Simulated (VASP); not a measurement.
BeZn4O: single point with PBE

BeZn4O:

```
CELL_PARAMETERS angstrom
4.50029 0.00000 0.00000
-2.25014 3.89736 0.00000
0.00000 0.00000 4.69208
ATOMIC_POSITIONS crystal
Be 0.00000 0.00000 0.50000
Zn 0.33333 0.66667 0.74963
Zn 0.33333 0.66667 0.25037
Zn 0.66667 0.33333 0.25037
Zn 0.66667 0.33333 0.74963
O 0.00000 0.00000 0.00000
```

```json
{"Program": "VASP 6.6.1", "Task": "single point", "Functional": "PBE", "Potentials or basis": "VASP PAW PBE potentials, release 64 (Be, Zn, O)", "Cutoff": "600 eV", "k mesh": "4 × 4 × 4", "Occupations": "gaussian, width 0.2 eV", "Spin": "no spin polarisation", "Dipole correction": "no", "Further INCAR settings": "ALGO = Normal; EDIFF = 1e-06; NBANDS = 37"}
```

```yaml
Pressure: 0.2 GPa
Largest_force: 0.011 eV/Å
Band_gap_on_the_k_mesh: zero (band 28 reaches 4.27 eV, above the bottom of band 29 at 2.75 eV)
```

Forces on the atoms (eV/Å):
```
Be   0.000  0.000  0.000
Zn   0.000  0.000  0.011
Zn   0.000  0.000 -0.011
Zn   0.000  0.000 -0.011
Zn   0.000  0.000  0.011
O    0.000  0.000  0.000
```

Stress tensor (GPa, compression positive):
```
-0.10  0.00  0.00
 0.00 -0.10  0.00
 0.00  0.00  0.74
```

Levels at points of the mesh, in eV from the Fermi level:
| k point | band 25 | band 26 | band 27 | band 28 | band 29 | band 30 |
| --- | --- | --- | --- | --- | --- | --- |
| (0.00, 0.00, 0.00) | -2.53 | -2.37 | 0.17 | 0.17 | 0.62 | 0.77 |
| (0.50, 0.00, 0.00) | -3.75 | -2.33 | -0.36 | 0.13 | 0.55 | 0.86 |
| (0.00, 0.00, 0.50) | -2.31 | -2.30 | 1.32 | 1.32 | 1.51 | 1.96 |
| (0.50, 0.00, 0.50) | -3.04 | -2.92 | -2.00 | -1.06 | -0.11 | 1.65 |

Wall time 33 s on 1 thread of AMD EPYC 9R45 96-Core Processor (Zen 5) (shared host), peak memory 0.19 GiB.

Caveat: the k points lie up to 0.40 Å⁻¹ apart.
